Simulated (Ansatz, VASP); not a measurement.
# Pd in VASP and in Ansatz

The input INCAR:

```
SYSTEM = Pd
ALGO = Fast ; EDIFF = 1E-7
ENCUT = 520 ; GGA = PE
ISIF = 2 ; ISMEAR = 0
LASPH = .True. ; LCHARG = .False.
LREAL = .False. ; LWAVE = .False.
NBANDS = 28 ; NELM = 100
PREC = Accurate ; SIGMA = 0.15
```

File KPOINTS:

```
k-points
0
Gamma
  24 24 6
  0 0 0
```

File POSCAR:

```
Pd
1.0
    2.8177946289      0.0000000000      0.0000000000
   -1.4088973145      2.4402817313      0.0000000000
    0.0000000000      0.0000000000      8.9322681025
Pd
4
Direct
    0.0000000000      0.0000000000      0.0000000000
    0.3333333333      0.6666666667      0.2500000000
    0.0000000000      0.0000000000      0.5000000000
    0.6666666667      0.3333333333      0.7500000000
```

Input for Ansatz:

```yaml
crystal:
  lattice:
    - [2.8177946289, 0.0, 0.0]
    - [-1.4088973145, 2.4402817313, 0.0]
    - [0.0, 0.0, 8.9322681025]
  atoms:
    - { symbol: Pd, position: [0.0, 0.0, 0.0] }
    - { symbol: Pd, position: [0.3333333333, 0.6666666667, 0.25] }
    - { symbol: Pd, position: [0.0, 0.0, 0.5] }
    - { symbol: Pd, position: [0.6666666667, 0.3333333333, 0.75] }
basis:
  ecutwfc: 420
kpoints:
  mp_grid: { grid: [24, 24, 6] }
hamiltonian:
  xc: pbe
scf:
  occupations: { method: gaussian, width: 0.15 }
output:
  forces: true
  stress: true
  eigenvalues: true
```

Alike in both runs: task single point; functional PBE; k mesh 24 × 24 × 6; occupations gaussian, width 0.15 eV; no spin polarisation.

|  | VASP | Ansatz |
| --- | --- | --- |
| version | VASP 6.6.1 | Ansatz 0.2.0 |
| potentials or method | VASP PAW PBE potentials, release 64 (Pd), cutoff 520 eV | scalar-relativistic, plane waves, PAW |
| valence electrons in the cell | 40 | 72 |

```tsv
	VASP	Ansatz	Ansatz less VASP
gap on the k mesh at the Fermi level (eV)	none	none	-
pressure (GPa)	0.0	0.3	+0.29
traceless stress, the component that is largest in VASP (GPa)	3.28	3.30	+0.023
```

A gap of «none» marks a metal or a gap that the smearing closes. With one functional, cell and mesh, what is left measures potentials, basis and numerics. VASP's potentials hold 40 valence electrons a cell and Ansatz's 72, so a difference there can come from the potentials and not from the codes.
